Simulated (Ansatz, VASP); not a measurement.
# AlN: VASP beside Ansatz

File INCAR:

```
ALGO = Normal ; EDIFF = 1E-6
EDIFFG = -0.01 ; ENCUT = 520
IBRION = 2 ; ISIF = 2
ISMEAR = 0 ; LASPH = T
LCHARG = F ; LREAL = F
LWAVE = F ; NELM = 60
NSW = 50 ; PREC = Accurate
SIGMA = 0.05
```

File KPOINTS:

```
k-points
0
Gamma
  9 9 6
```

File POSCAR:

```
AlN
1.0
    3.1813000000      0.0000000000      0.0000000000
   -1.5906500000      2.7550866171      0.0000000000
    0.0000000000      0.0000000000      5.5368000000
Al N
2 2
Direct
    0.3333333333      0.6666666667      0.0015210172
    0.6666666667      0.3333333333      0.5015210172
    0.3333333333      0.6666666667      0.3834789828
    0.6666666667      0.3333333333      0.8834789828
```

Input for Ansatz:

```yaml
crystal:
  lattice:
    - [3.1813, 0.0, 0.0]
    - [-1.59065, 2.7550866171, 0.0]
    - [0.0, 0.0, 5.5368]
  atoms:
    - { symbol: Al, position: [0.3333333333, 0.6666666667, 0.0015210172] }
    - { symbol: Al, position: [0.6666666667, 0.3333333333, 0.5015210172] }
    - { symbol: "N", position: [0.3333333333, 0.6666666667, 0.3834789828] }
    - { symbol: "N", position: [0.6666666667, 0.3333333333, 0.8834789828] }
basis:
  ecutwfc: 520.0
kpoints:
  mp_grid: { grid: [9, 9, 6] }
hamiltonian:
  xc: lda
  pseudopotentials: { kind: paw, azcp: { folder: soft_1 } }
scf:
  occupations: { method: gaussian, width: 0.05 }
output:
  forces: true
  stress: true
  eigenvalues: true
relax:
  adjacent_minimum: "off"
  f_tol: 0.01
  max_steps: 30
```

Alike in both runs: task relaxation of the atoms; functional LDA; k mesh 9 × 9 × 6; occupations gaussian, width 0.05 eV; no spin polarisation.

```csv
,VASP,Ansatz
version,VASP 6.6.1,Ansatz 0.2.0
potentials or method,"VASP PAW LDA potentials, release 64 (Al, N), cutoff 520 eV","scalar-relativistic, plane waves, PAW"
valence electrons in the cell,16,16
```

```csv
,VASP,Ansatz,Ansatz less VASP
"gap on the k mesh at the Fermi level, each at its own relaxed structure (eV)",2.84,2.84,+0.005
```

Ansatz warns that its potentials were made for another functional, while VASP's fit it. LDA's correlation is that of Perdew and Zunger in VASP and of Perdew and Wang (1992) in Ansatz. Ansatz's warnings: stress scf threshold loose.
